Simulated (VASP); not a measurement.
# Ta2C (P-3m1) in VASP: a series of runs

Ta2C is run at these levels: PBEsol; tasks: relaxation of cell and atoms, single point.

Everything below comes from runs of VASP 6.6.1. Logs are shortened: lines on timing, memory, paths and dates and some standing lists are left out, and cuts for length are marked.

## (1) The cell of the first run

Symmetry: P-3m1, No. 164, trigonal system. The conventional cell has a = 3.106 Å, b = 3.106 Å, c = 4.946 Å, α = 90.00°, β = 90.00°, γ = 120.00°. Ta (site symmetry 3m) has 3 C at 2.18 Å within 2.9 Å. C (site symmetry -3m) has 6 Ta at 2.18 Å within 2.9 Å.

## (2) Relaxation of cell and atoms, PBEsol

Contents of INCAR:

```
SYSTEM = Ta2C
PREC = Accurate
ENCUT = 600
EDIFF = 1E-6
ISMEAR = 0
SIGMA = 0.1
LREAL = .False.
LASPH = .True.
NELM = 80
ALGO = Normal
ISIF = 3
LWAVE = .False.
LCHARG = .False.
GGA = PS
IBRION = 2
NSW = 100
EDIFFG = -0.005
```

Contents of KPOINTS:

```
regular mesh
0
Gamma
  18 18 8
  0 0 0
```

Contents of POSCAR:

```
Ta2C
1.0
    3.1059007354      0.0000000000      0.0000000000
   -1.5529503677      2.6897889385      0.0000000000
    0.0000000000      0.0000000000      4.9464000000
Ta C
2 1
Direct
    0.3333333333      0.6666666667      0.2520100000
    0.6666666667      0.3333333333      0.7479900000
    0.0000000000      0.0000000000      0.0000000000
```

Potentials or basis: VASP PAW PBE potentials, release 64 (Ta_pv, C).

Command:

```
> cat potpaw_PBE.64/Ta_pv/POTCAR potpaw_PBE.64/C/POTCAR > POTCAR
> mpirun -np 1 vasp_std > vasp.out
```

OUTCAR:

```text
SYSTEM = Ta2C
   PREC = Accurate
   ENCUT = 600
   EDIFF = 1E-6
   ISMEAR = 0
   LREAL = .False.
   LASPH = .True.
   NELM = 80
   ISIF = 3
   GGA = PS
   IBRION = 2
   NSW = 100
   EDIFFG = -0.005

 ion  position               nearest neighbor table
   1  0.333  0.667  0.252-   3 2.18   3 2.18   3 2.18   2 3.04   2 3.04   2 3.04   2 3.07   2 3.07
                             2 3.07
   2  0.667  0.333  0.748-   3 2.18   3 2.18   3 2.18   1 3.04   1 3.04   1 3.04   1 3.07   1 3.07
                             1 3.07
   3  0.000  0.000  0.000-   1 2.18   2 2.18   2 2.18   1 2.18   2 2.18   1 2.18

  LATTYP: Found a hexagonal cell.
 ALAT       =     3.1059007354
 C/A-ratio  =     1.5925814832

  Lattice vectors:

 A1 = (   3.1059007354,   0.0000000000,   0.0000000000)
 A2 = (  -1.5529503677,   2.6897889385,   0.0000000000)
 A3 = (   0.0000000000,   0.0000000000,   4.9464000000)

Analysis of symmetry for initial positions (statically):
[... 33 lines left out ...]
                                     Primitive cell

  volume of cell :      41.3233

  direct lattice vectors                    reciprocal lattice vectors
     3.105900735  0.000000000  0.000000000     0.321967791  0.185888191  0.000000000
    -1.552950368  2.689788939  0.000000000     0.000000000  0.371776382  0.000000000
     0.000000000  0.000000000  4.946400000     0.000000000  0.000000000  0.202167233

  length of vectors
     3.105900735  3.105900735  4.946400000     0.371776382  0.371776382  0.202167233

  position of ions in fractional coordinates (direct lattice)
     0.333333333  0.666666667  0.252010000
     0.666666667  0.333333333  0.747990000
     0.000000000  0.000000000  0.000000000

  ion indices of the primitive-cell ions
   primitive index   ion index
                 1           1
                 2           2
                 3           3

----------------------------------------------------------------------------------------

 KPOINTS: regular mesh

Automatic generation of k-mesh.
 Grid dimensions read from file:
 generate k-points for:   18   18    8

 Generating k-lattice:

  Cartesian coordinates                     Fractional coordinates (reciprocal lattice)
     0.017887100  0.010327122  0.000000000     0.055555556 -0.000000000  0.000000000
     0.000000000  0.020654243  0.000000000     0.000000000  0.055555556  0.000000000
     0.000000000  0.000000000  0.025270904     0.000000000  0.000000000  0.125000000

  Length of vectors
     0.020654243  0.020654243  0.025270904

  Shift w.r.t. Gamma in fractional coordinates (k-lattice)
     0.000000000  0.000000000  0.000000000

 Subroutine IBZKPT returns following result:
 ===========================================

 Found    266 irreducible k-points:

 Following reciprocal coordinates:
            Coordinates               Weight
  0.000000  0.000000  0.000000      1.000000
  0.055556 -0.000000  0.000000      6.000000
  0.111111 -0.000000  0.000000      6.000000
  0.166667  0.000000  0.000000      6.000000
  0.222222 -0.000000  0.000000      6.000000
  0.277778  0.000000  0.000000      6.000000
[... 16 lines left out ...]
  0.333333  0.111111  0.000000     12.000000
  0.388889  0.111111  0.000000     12.000000
 [... further k-points ...]
   k-points           NKPTS =    266   k-points in BZ     NKDIM =    266   number of bands    NBANDS=     17
   number of dos      NEDOS =    301   number of ions     NIONS =      3
   total plane-waves  NPLWV =  31360
   dimension x,y,z NGX =    28 NGY =   28 NGZ =   40
   dimension x,y,z NGXF=    56 NGYF=   56 NGZF=   80
   ions per type =               2   1
   NGX,Y,Z   is equivalent  to a cutoff of  14.99, 14.99, 13.44 a.u.
   NGXF,Y,Z  is equivalent  to a cutoff of  29.97, 29.97, 26.89 a.u.
 SYSTEM =  Ta2C
   PREC   = accura    normal or accurate (medium, high low for compatibility)
   ISTART =      0    job   : 0-new  1-cont  2-samecut
   ICHARG =      2    charge: 1-file 2-atom 10-const
   ISPIN  =      1    spin polarized calculation?
   LNONCOLLINEAR =      F non collinear calculations
   LSORBIT =      F    spin-orbit coupling
   LASPH  =      T    aspherical Exc in radial PAW
   ENCUT  =  600.0 eV  44.10 Ry    6.64 a.u.   6.20  6.20  9.88*2*pi/ulx,y,z
   NELM   =     80;   NELMIN=  2; NELMDL= -5     # of ELM steps
   EDIFF  = 0.1E-05   stopping-criterion for ELM
   LREAL  =      F    real-space projection
   EDIFFG = -.5E-02   stopping-criterion for IOM
   NSW    =    100    number of steps for IOM
   IBRION =      2    ionic relax: 0-MD 1-quasi-New 2-CG
   NFREE  =      1    steps in history (QN), initial steepest desc. (CG)
   ISIF   =      3    stress and relaxation
   ISYM   =      2    0-nonsym 1-usesym 2-fastsym
   POTIM  = 0.5000    time-step for ionic-motion
   TEBEG  =    0.0;   TEEND  =   0.0 temperature during run
   PSTRESS=    0.0 pullay stress
   NELECT =      26.0000    total number of electrons
   NUPDOWN=      -1.0000    fix difference up-down
   EMIN   =  10.00;   EMAX   =-10.00  energy-range for DOS
   EFERMI =   0.00;   METHOD = LEGACY
   ISMEAR =     0;   SIGMA  =   0.10  broadening in eV -4-tet -1-fermi 0-gaus
   EFERMI_NEDOS =   21; number of points for ismear=-14 and -15
   IALGO  =     38    algorithm
   IMIX   =      4    mixing-type and parameters
     AMIX     =   0.40;   BMIX     =  1.00
     AMIX_MAG =   1.60;   BMIX_MAG =  1.00
  volume/ion in A,a.u.               =      13.77        92.95
  Fermi-wavevector in a.u.,A,eV,Ry     =   1.402817  2.650939 26.774835  1.967895
  Thomas-Fermi vector in A             =   2.525541
   LORBIT       =      0    0 simple, 1 ext, 2 COOP (PROOUT), +10 PAW based schemes
   GGA     = PS    functional components
   LHFCALC =     F    Hartree Fock is set to
   AEXX    =    0.0000 exact exchange contribution
   IVDW    =     0    specifies the selected vdW correction
   LEPSILON=     F    determine dielectric tensor
   LRPA    =     F    only Hartree local field effects (RPA)
 conjugate gradient relaxation of ions
 non-spin polarized calculation
 Gauss-broadening in eV      SIGMA  =   0.10
  energy-cutoff  :      600.00
  volume of cell :       41.32
 maximum number of plane-waves:      1412
 NGX is ok and might be reduce to    28
   NGX = 13   NGY = 13   NGZ = 19

--------------------------------------- Ionic step        1  -------------------------------------------

 number of electron      26.0000001 magnetization

 Free energy of the ion-electron system (eV)
  ---------------------------------------------------
  ext. energy  EPLUGINS =         0.00000000
  ---------------------------------------------------
  free energy    TOTEN  =       -36.70262054 eV

  energy without entropy =      -36.69889947  energy(sigma->0) =      -36.70076000

------------------------ aborting loop because EDIFF is reached ----------------------------------------

  FORCE on cell =-STRESS in cart. coord.  units (eV):
  Direction    XX          YY          ZZ          XY          YZ          ZX
  --------------------------------------------------------------------------------------
  -------------------------------------------------------------------------------------
  Total       -0.6335928     -0.6335928     -0.8096218      0.0000000     -0.0000000      0.0000000
  in kB      -24.5655129    -24.5655129    -31.3904663      0.0000000     -0.0000000      0.0000000
  external PRESSURE =     -26.8404973 kB  Pullay stress =       0.0000000 kB

 VOLUME and BASIS-vectors are now :
 -----------------------------------------------------------------------------
  energy-cutoff  :      600.00
  volume of cell :       41.32
      direct lattice vectors                 reciprocal lattice vectors
     3.105900735  0.000000000  0.000000000     0.321967791  0.185888191  0.000000000
    -1.552950368  2.689788939  0.000000000     0.000000000  0.371776382  0.000000000
     0.000000000  0.000000000  4.946400000     0.000000000  0.000000000  0.202167233

 POSITION                                       TOTAL-FORCE (eV/Angst)
 -----------------------------------------------------------------------------------
     -0.00000      1.79319      1.24654         0.000000     -0.000000      0.064725
      1.55295      0.89660      3.69986        -0.000000      0.000000     -0.064725
      0.00000      0.00000      0.00000        -0.000000      0.000000      0.000000
 -----------------------------------------------------------------------------------
    total drift:                                0.000000     -0.000000      0.000000

  FREE ENERGIE OF THE ION-ELECTRON SYSTEM (eV)
  ---------------------------------------------------
  free  energy   TOTEN  =       -36.7026205375 eV
[... 91 lines left out ...]
 VOLUME and BASIS-vectors are now :
 -----------------------------------------------------------------------------
  energy-cutoff  :      600.00
  volume of cell :       40.88
      direct lattice vectors                 reciprocal lattice vectors
     3.096949993  0.000000000  0.000000000     0.322898336  0.186425441  0.000000000
    -1.548474996  2.682037368  0.000000000    -0.000000000  0.372850883  0.000000000
     0.000000000 -0.000000000  4.921662874     0.000000000  0.000000000  0.203183360

 POSITION                                       TOTAL-FORCE (eV/Angst)
 -----------------------------------------------------------------------------------
     -0.00000      1.78802      1.24679        -0.000000      0.000000     -0.030151
      1.54847      0.89401      3.67487         0.000000     -0.000000      0.030151
      0.00000      0.00000      0.00000        -0.000000      0.000000      0.000000
 -----------------------------------------------------------------------------------
    total drift:                                0.000000     -0.000000      0.000000

  FREE ENERGIE OF THE ION-ELECTRON SYSTEM (eV)
  ---------------------------------------------------
  free  energy   TOTEN  =       -36.7067630406 eV

  energy  without entropy=      -36.7030524152  energy(sigma->0) =      -36.70490773

--------------------------------------- Ionic step        5  -------------------------------------------

 number of electron      26.0000001 magnetization

 Free energy of the ion-electron system (eV)
  ---------------------------------------------------
  ext. energy  EPLUGINS =         0.00000000
  ---------------------------------------------------
  free energy    TOTEN  =       -36.70679353 eV

  energy without entropy =      -36.70308432  energy(sigma->0) =      -36.70493893

 E-fermi :   6.4868     XC(G=0): -12.9362

 val. band max:        6.4797296535   @ k =   0.0000   0.1111   0.3750
 cond. band min:       6.4968041188   @ k =   0.1111  -0.0000   0.5000
 fundamental gap:      0.0170744653
 Fermi energy:         6.4868456465

 k-point     1 :       0.0000    0.0000    0.0000
  band No.  band energies     occupation
      1     -28.3003      2.00000
      2     -27.5938      2.00000
      3     -27.5938      2.00000
      4     -27.4771      2.00000
      5     -27.4771      2.00000
      6     -27.3890      2.00000
[... 9 lines left out ...]
     16       7.6110      0.00000
     17       8.8612      0.00000

 k-point     2 :       0.0556   -0.0000    0.0000
  band No.  band energies     occupation
      1     -28.2915      2.00000
      2     -27.6131      2.00000
      3     -27.6007      2.00000
      4     -27.4962      2.00000
      5     -27.4789      2.00000
      6     -27.3922      2.00000
[... 9 lines left out ...]
     16       7.4782      0.00000
     17       9.0093      0.00000
[... 421 lines left out ...]
 k-point    24 :       0.3889    0.1111    0.0000
  band No.  band energies     occupation
      1     -28.1874      2.00000
      2     -28.0235      2.00000
      3     -27.9017      2.00000
      4     -27.8191      2.00000
      5     -27.6085      2.00000
      6     -27.6024      2.00000
[... 9 lines left out ...]
     16      10.9132      0.00000
     17      11.3239      0.00000

 [... further k-points ...]

------------------------ aborting loop because EDIFF is reached ----------------------------------------

  FORCE on cell =-STRESS in cart. coord.  units (eV):
  Direction    XX          YY          ZZ          XY          YZ          ZX
  --------------------------------------------------------------------------------------
  -------------------------------------------------------------------------------------
  Total        0.0041089      0.0041089     -0.0057384      0.0000000     -0.0000000      0.0000000
  in kB        0.1610110      0.1610110     -0.2248631      0.0000000     -0.0000000      0.0000000
  external PRESSURE =       0.0323863 kB  Pullay stress =       0.0000000 kB

 VOLUME and BASIS-vectors are now :
 -----------------------------------------------------------------------------
  energy-cutoff  :      600.00
  volume of cell :       40.89
      direct lattice vectors                 reciprocal lattice vectors
     3.096878869  0.000000000  0.000000000     0.322905752  0.186429723  0.000000000
    -1.548439434  2.681975773  0.000000000    -0.000000000  0.372859446  0.000000000
     0.000000000 -0.000000000  4.922701149     0.000000000  0.000000000  0.203140506

 POSITION                                       TOTAL-FORCE (eV/Angst)
 -----------------------------------------------------------------------------------
     -0.00000      1.78798      1.24604        -0.000000      0.000000     -0.000748
      1.54844      0.89399      3.67666         0.000000     -0.000000      0.000748
      0.00000      0.00000      0.00000        -0.000000     -0.000000     -0.000000
 -----------------------------------------------------------------------------------
    total drift:                                0.000000     -0.000000     -0.000000

  FREE ENERGIE OF THE ION-ELECTRON SYSTEM (eV)
  ---------------------------------------------------
  free  energy   TOTEN  =       -36.7067935339 eV

  energy  without entropy=      -36.7030843203  energy(sigma->0) =      -36.70493893

 reached required accuracy - stopping structural energy minimisation
```

Run time: 4 min. Hardware: 1 thread of Intel Xeon 6975P-C (Granite Rapids), shared host; peak memory 0.36 GiB.

Results:

| Property | Result |
| --- | --- |
| Free energy | -36.7068 eV |
| Relaxed volume | 13.63 Å³/atom |
| Relaxed cell | a = 3.097 Å, b = 3.097 Å, c = 4.923 Å, α = 90.00°, β = 90.00°, γ = 120.00° |
| Space group after relaxing (to 0.05 Å) | P-3m1 (No. 164) |
| Energy gained by relaxing | 1.4 meV/atom |
| Ionic steps | 5 |
| Pressure after relaxing | 0.0 GPa |
| Band gap on the k mesh | zero (band 13 reaches 6.99 eV, above the bottom of band 14 at 6.19 eV) |

Step by step:
```csv
step,energy change (eV),largest force (eV/Å),pressure (GPa),volume (Å³)
1,0.0000,0.0647,-2.68,41.32
2,0.0170,0.2891,7.21,39.96
3,-0.0036,0.1309,0.09,40.92
4,-0.0041,0.0302,-0.02,40.88
5,-0.0042,0.0007,0.00,40.89
```

Final structure:
```
Ta C
1.0
     3.09688    0.00000    0.00000
    -1.54844    2.68198    0.00000
     0.00000    0.00000    4.92270
Ta C
2 1
Direct
  0.33333 0.66667 0.25312
  0.66667 0.33333 0.74688
  0.00000 0.00000 0.00000
```

Caveat: the PAW data sets were made with another functional, which shifts forces and pressure a little; spin-orbit coupling is left out, which moves the levels of the heavy elements.

## (3) Single point, PBEsol (strained and its atoms moved)

Contents of INCAR:

```
PREC = Accurate
ENCUT = 520
EDIFF = 1E-7
ISMEAR = 0
SIGMA = 0.1
LREAL = False
LASPH = True
NELM = 60
ALGO = Normal
ISIF = 2
LWAVE = False
LCHARG = False
GGA = PS
NBANDS = 20
```

Contents of KPOINTS:

```
regular mesh
0
Gamma
  15 15 8
```

Contents of POSCAR:

```
Ta2C
1.0
    3.1732987814      0.0000000000      0.0000000000
   -1.5866493907      2.7481573585      0.0000000000
    0.0000000000      0.0000000000      5.2021288800
Ta C
2 1
Direct
    0.3333333333      0.6666666667      0.2445819016
    0.6666666667      0.3333333333      0.7554180984
    0.0000000000      0.0000000000      0.0000000000
```

Potentials or basis: VASP PAW PBE potentials, release 64 (Ta_pv, C).

Command:

```
> cat potpaw_PBE.64/Ta_pv/POTCAR potpaw_PBE.64/C/POTCAR > POTCAR
> mpirun -np 1 vasp_std > vasp.out
```

Wall time 1.8 min (1 thread of Intel Xeon Platinum 8259CL at 2.50GHz (Skylake/Cascade Lake), shared host); peak memory 0.28 GiB.

The run converged. Its results:

| Property | Result |
| --- | --- |
| Free energy | -36.3402 eV |
| Pressure | -21.8 GPa |
| Largest force | 0.043 eV/Å |
| Band gap on the k mesh | zero (band 13 reaches 6.00 eV, above the bottom of band 14 at 5.45 eV) |

Forces on the atoms (eV/Å):
```
Ta   0.000  0.000  0.043
Ta   0.000  0.000 -0.043
C    0.000  0.000  0.000
```

Stress tensor (GPa, compression positive):
```
-19.26   0.00   0.00
  0.00 -19.26   0.00
  0.00   0.00 -26.96
```

Levels at points of the mesh, in eV from the Fermi level:
```
           k point  band 11  band 12  band 13  band 14  band 15  band 16
(0.00, 0.00, 0.00)    -3.16    -0.24     0.38     0.38     1.17     1.17
(0.00, 0.00, 0.50)    -1.82    -1.58    -0.17    -0.17     2.43     2.43
```

Caveat: the cell differs from its parent crystal (strained and its atoms moved); the PAW data sets were made with another functional, which shifts forces and pressure a little; spin-orbit coupling is left out, which moves the levels of the heavy elements.

## (4) Single point, PBEsol (strained)

Contents of INCAR:

```
PREC     = Accurate       # precision mode
ENCUT    = 520            # plane-wave cutoff, eV
EDIFF    = 1E-6           # SCF threshold, eV
ISMEAR   = 0              # smearing method
SIGMA    = 0.1            # smearing width, eV
LREAL    = False          # projectors in reciprocal space
LASPH    = True           # aspherical terms in the spheres
NELM     = 80             # most SCF steps
ALGO     = Normal         # electronic algorithm
ISIF     = 2              # what is computed and relaxed
LWAVE    = False          # write WAVECAR
LCHARG   = True           # write CHGCAR
GGA      = PS             # functional
LELF     = True           # ELF
LVHAR    = True         
NBANDS   = 20             # bands
```

Contents of KPOINTS:

```
Automatic mesh
0
Gamma
  15 15 8
```

Contents of POSCAR:

```
Ta2C
1.0
    3.2454177964      0.0000000000      0.0000000000
   -1.6227088982      2.8106142576      0.0000000000
    0.0000000000      0.0000000000      5.0202002880
Ta C
2 1
Direct
    0.3333333333      0.6666666667      0.2272496719
    0.6666666667      0.3333333333      0.7727503281
    0.0000000000      0.0000000000      0.0000000000
```

Command:

```
> cat potpaw_PBE.64/Ta_pv/POTCAR potpaw_PBE.64/C/POTCAR > POTCAR
> mpirun -np 1 vasp_std > vasp.out
```

Run time: 1.8 min. Hardware: 1 thread of Intel Xeon Platinum 8259CL at 2.50GHz (Skylake/Cascade Lake), shared host; peak memory 0.28 GiB.

Results (log left out):

```yaml
Free_energy: -36.0831 eV
Pressure: -15.8 GPa
Largest_force: 1.927 eV/Å
Band_gap_on_the_k_mesh: zero (band 13 reaches 5.75 eV, above the bottom of band 14 at 5.16 eV)
```

Forces in eV/Å, atoms in the order of the input:
```
Ta   0.000  0.000  1.927
Ta   0.000  0.000 -1.927
C    0.000  0.000  0.000
```

Stress tensor (GPa, compression positive):
```
-18.62   0.00   0.00
  0.00 -18.62   0.00
  0.00   0.00 -10.29
```

Levels at points of the mesh, in eV from the Fermi level:
```csv
k point,band 10,band 11,band 12,band 13,band 14,band 15,band 16,band 17
"(0.00, 0.00, 0.00)",-4.18,-2.67,0.04,0.04,0.71,1.28,1.28,2.97
"(0.00, 0.00, 0.50)",-4.30,-1.81,-0.42,-0.42,-0.21,2.44,2.44,3.60
```

Caveat: the cell differs from its parent crystal (strained); the PAW data sets were made with another functional, which shifts forces and pressure a little; spin-orbit coupling is left out, which moves the levels of the heavy elements.

## (5) Overview

```csv
task,cell,k mesh,cutoff (eV),gap on the mesh (eV),pressure (GPa),largest force (eV/Å)
relaxation of cell and atoms,"relaxed from a = 3.106, b = 3.106, c = 4.946 Å, angles 90.0, 90.0, 120.0°, 3 atoms",18 × 18 × 8,600,none,0.0,-
single point,"a = 3.173, b = 3.173, c = 5.202 Å, angles 90.0, 90.0, 120.0°, 3 atoms",15 × 15 × 8,520,none,-21.8,0.04
single point,"a = 3.245, b = 3.245, c = 5.020 Å, angles 90.0, 90.0, 120.0°, 3 atoms",15 × 15 × 8,520,none,-15.8,1.93
```

Alike in all rows: level PBEsol; potentials or basis VASP PAW PBE potentials, release 64 (Ta_pv, C); no spin polarisation; smearing gaussian 0.1 eV.

Caveats: the PAW data sets were made with another functional, which shifts forces and pressure a little; spin-orbit coupling is left out, which moves the levels of the heavy elements.

Absolute energies hang on the potentials; compare differences alone.
